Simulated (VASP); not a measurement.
Write the native input for VASP 6.6.1 that does the following.

```yaml
Task: single point
Functional: PBE
Potentials_or_basis: VASP PAW PBE potentials, release 64 (Zr_sv, Se, S)
Cutoff: 520 eV
k_mesh: 4 × 4 × 4
Occupations: gaussian, width 0.1 eV
Spin: collinear spin
Starting_moments: "[1.0, 1.0, 0.0, 0.0, 0.0] μB"
Dipole_correction: no
Further_INCAR_settings: ALGO = Normal; EDIFF = 1e-06; NBANDS = 33
```

The structure of Zr2SeS2 lies in POSCAR:

```
Zr2SeS2
1.0
    5.0335838534      0.0000000000      0.0000000000
    0.0000000000      5.0335838534      0.0000000000
    0.0000000000      0.0000000000      4.6345949666
Zr Se S
2 1 2
Direct
    0.0000000000      0.5000000000      0.0000000000
    0.5000000000      0.0000000000      0.0000000000
    0.5000000000      0.5000000000      0.0000000000
    0.5000000000      0.5000000000      0.5000000000
    0.0000000000      0.0000000000      0.5000000000
```

The cell was built from a structure type or drawn by symmetry, and may not be a known phase.

The input as run:

INCAR

```
SYSTEM = Zr2SeS2
  ALGO = Normal
  EDIFF = 1E-6
  ENCUT = 520
  GGA = PE
  ISIF = 2
  ISMEAR = 0
  ISPIN = 2
  LASPH = .TRUE.
  LCHARG = .FALSE.
  LMAXMIX = 4
  LORBIT = 11
  LREAL = .FALSE.
  LWAVE = .FALSE.
  MAGMOM = 1 1 0 0 0
  NBANDS = 33
  NELM = 150
  PREC = Accurate
  SIGMA = 0.1
```

KPOINTS

```
k-points
0
G
  4 4 4
  0 0 0
```

Potentials or basis: VASP PAW PBE potentials, release 64 (Zr_sv, Se, S).

The run is started by

```bash
$ cat potpaw_PBE.64/Zr_sv/POTCAR potpaw_PBE.64/Se/POTCAR potpaw_PBE.64/S/POTCAR > POTCAR
$ mpirun -np 1 vasp_std > vasp.out
```

It gave:

| Quantity | Value |
| --- | --- |
| Pressure | 0.1 GPa |
| Band gap on the k mesh | zero (filled and empty bands overlap) |
| Net moment | 0.00 μB per cell |
| Valence electrons inside the program's atomic spheres | Zr 9.69; Se 4.13; S 3.65, 3.57 |

Run time: 110 s on 1 thread of AMD EPYC 9R45 96-Core Processor (Zen 5), with other jobs on the host, peak memory 0.3 GiB.
